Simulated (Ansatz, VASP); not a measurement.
# Bi3H8: VASP beside Ansatz

INCAR

```
PREC     = Accurate       # precision mode
ENCUT    = 600            # plane-wave cutoff, eV
EDIFF    = 1E-7           # SCF threshold, eV
ISMEAR   = 0              # smearing method
SIGMA    = 0.1            # smearing width, eV
LREAL    = F              # projectors in reciprocal space
LASPH    = T              # aspherical terms in the spheres
NELM     = 100            # most SCF steps
ALGO     = Normal         # electronic algorithm
ISIF     = 3              # what is computed and relaxed
LWAVE    = F              # write WAVECAR
LCHARG   = F              # write CHGCAR
GGA      = PE             # functional
IBRION   = 2              # ionic algorithm
NSW      = 90             # ionic steps
EDIFFG   = -0.04          # ionic threshold
```

KPOINTS

```
regular mesh
0
Gamma
  4 4 4
```

File POSCAR:

```
Bi3H8
1.0
    4.2177745500      0.0000000000      0.0000000000
    0.0000000000      4.2177745500      0.0000000000
    0.0000000000      0.0000000000      5.2415488200
Bi H
3 8
Direct
    0.5000000000      0.0000000000      0.4256381700
    0.0000000000      0.5000000000      0.4256381700
    0.0000000000      0.0000000000      0.6143444800
    0.6281646300      0.1727321800      0.0884536500
    0.3718353700      0.8272678200      0.0884536500
    0.8272678200      0.6281646300      0.0884536500
    0.1727321800      0.3718353700      0.0884536500
    0.6281646300      0.8272678200      0.0884536500
    0.3718353700      0.1727321800      0.0884536500
    0.8272678200      0.3718353700      0.0884536500
    0.1727321800      0.6281646300      0.0884536500
```

Input for Ansatz:

```yaml
crystal:
  lattice:
    - [4.21777455, 0.0, 0.0]
    - [0.0, 4.21777455, 0.0]
    - [0.0, 0.0, 5.24154882]
  atoms:
    - { symbol: Bi, position: [0.5, 0.0, 0.42563817] }
    - { symbol: Bi, position: [0.0, 0.5, 0.42563817] }
    - { symbol: Bi, position: [0.0, 0.0, 0.61434448] }
    - { symbol: H, position: [0.62816463, 0.17273218, 0.08845365] }
    - { symbol: H, position: [0.37183537, 0.82726782, 0.08845365] }
    - { symbol: H, position: [0.82726782, 0.62816463, 0.08845365] }
    - { symbol: H, position: [0.17273218, 0.37183537, 0.08845365] }
    - { symbol: H, position: [0.62816463, 0.82726782, 0.08845365] }
    - { symbol: H, position: [0.37183537, 0.17273218, 0.08845365] }
    - { symbol: H, position: [0.82726782, 0.37183537, 0.08845365] }
    - { symbol: H, position: [0.17273218, 0.62816463, 0.08845365] }
basis:
  ecutwfc: 420
kpoints:
  mp_grid: { grid: [4, 4, 4] }
hamiltonian:
  xc: pbe
scf:
  occupations: { method: gaussian, width: 0.1 }
  lower_state_search: "off"
output:
  forces: true
  stress: true
  eigenvalues: true
relax:
  adjacent_minimum: "off"
  f_tol: 0.04
  max_steps: 70
  cell: { stress_tol: 0.4 }
```

Alike in both runs: task relaxation of cell and atoms; functional PBE; k mesh 4 × 4 × 4; occupations gaussian, width 0.1 eV; no spin polarisation.

```csv
,VASP,Ansatz
version,VASP 6.6.1,Ansatz 0.2.0
potentials or method,"VASP PAW PBE potentials, release 64 (Bi_d, H), cutoff 600 eV","scalar-relativistic, plane waves, PAW"
valence electrons in the cell,53,53
```

Ansatz gave:

```
gap on the k mesh at the Fermi level, each at its own relaxed structure (eV) : none
relaxed volume (Å³/atom)                                                     : 20.85
relaxed cell length with the largest relative difference (Å)                 : 9.087
```

Estimate VASP's values.

gap on the k mesh at the Fermi level, each at its own relaxed structure (eV): none; relaxed volume (Å³/atom): 18.17; relaxed cell length with the largest relative difference (Å): 7.948.

A gap of «none» marks a metal or a gap that the smearing closes. One of these differences is far larger than is usual between the two programs; its cause wasn't traced.

The k mesh is coarse, so the values compare programs but aren't converged. Neither program's run includes spin-orbit coupling. Noted on VASP's run: the volume moved by over 15 % at a fixed basis, so the end points are rough.
